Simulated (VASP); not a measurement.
A run of VASP 6.6.1 is set up as follows.

INCAR

```
SYSTEM = V
PREC = Accurate ; ENCUT = 600
EDIFF = 1E-6 ; ISMEAR = 0
SIGMA = 0.1 ; LREAL = .False.
LASPH = .True. ; NELM = 100
ALGO = Normal ; ISIF = 3
LWAVE = .False. ; LCHARG = .False.
GGA = PE ; IBRION = 2
NSW = 90 ; EDIFFG = -0.04
```

KPOINTS

```
Automatic mesh
0
Gamma
  6 6 6
  0 0 0
```

POSCAR

```
V
1.0
    1.6937262648      0.9778733149      2.9486237127
   -1.6937262648      0.9778733149      2.9486237127
    0.0000000000     -1.9557466298      2.9486237127
V
2
Direct
    0.2336400000      0.2336400000      0.2336400000
    0.7663600000      0.7663600000      0.7663600000
```

Potentials or basis: VASP PAW PBE potentials, release 64 (V_sv).

Launch:

```sh
$ cat potpaw_PBE.64/V_sv/POTCAR > POTCAR
$ mpirun -np 1 vasp_std > vasp.out
```

**Question.** Estimate the relaxed cell.

**Answer.** a = 4.584 Å, b = 4.584 Å, c = 4.584 Å, α = 34.63°, β = 34.63°, γ = 34.63°.

**Question.** What does it give for the relaxed volume?

**Answer.** 13.88 Å³/atom.

**Question.** Predict the space group after relaxing (to 0.1 Å).

**Answer.** R-3m (No. 166).

**Question.** Predict the band gap on the k mesh.

**Answer.** Zero (bands 13 and 14 overlap by 1.06 eV).

Forces on the atoms (eV/Å):
```
V    0.000  0.000  0.040
V    0.000  0.000 -0.040
```

Caveat: the k points lie up to 0.45 Å⁻¹ apart in the final cell, too coarse for converged energies and pressures of a metal; a cell axis changed by over 15 % at a fixed basis, so the end point is rough.
